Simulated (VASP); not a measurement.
Crystal: Mg.

```
Mg
1.0
     3.20930    0.00000    0.00000
    -1.60465    2.77934    0.00000
     0.00000    0.00000    5.21030
Mg
2
Direct
  0.33333 0.66667 0.25000
  0.66667 0.33333 0.75000
```

```yaml
Program: VASP 6.6.1
Task: relaxation of volume and atoms at fixed shape
Functional: PBEsol
Potentials_or_basis: VASP PAW PBE potentials, release 64 (Mg)
Cutoff: 600 eV
k_mesh: 8 × 8 × 5
Occupations: methfessel-paxton, width 0.05 eV
Spin: no spin polarisation
```

At the start: pressure -1.1 GPa; volume 23.24 Å³/atom.

**Question.** Where does the relaxation end?

**Answer.** Over 3 steps the energy falls by 2.4 meV/atom and the volume is 22.54 Å³/atom (-3.0 %); space group P6_3/mmc (No. 194, to 0.05 Å).

The path:
```csv
step,energy change (eV),largest force (eV/Å),pressure (GPa),volume (Å³)
1,0.0000,0.0000,-1.09,46.47
2,-0.0046,0.0000,-0.28,45.42
3,-0.0049,0.0000,-0.01,45.08
```

Final structure:
```
Mg
1.0
     3.17683    0.00000    0.00000
    -1.58842    2.75122    0.00000
     0.00000    0.00000    5.15759
Mg
2
Direct
  0.33333 0.66667 0.25000
  0.66667 0.33333 0.75000
```

Caveat: the PAW data sets were made with another functional, which shifts forces and pressure a little.
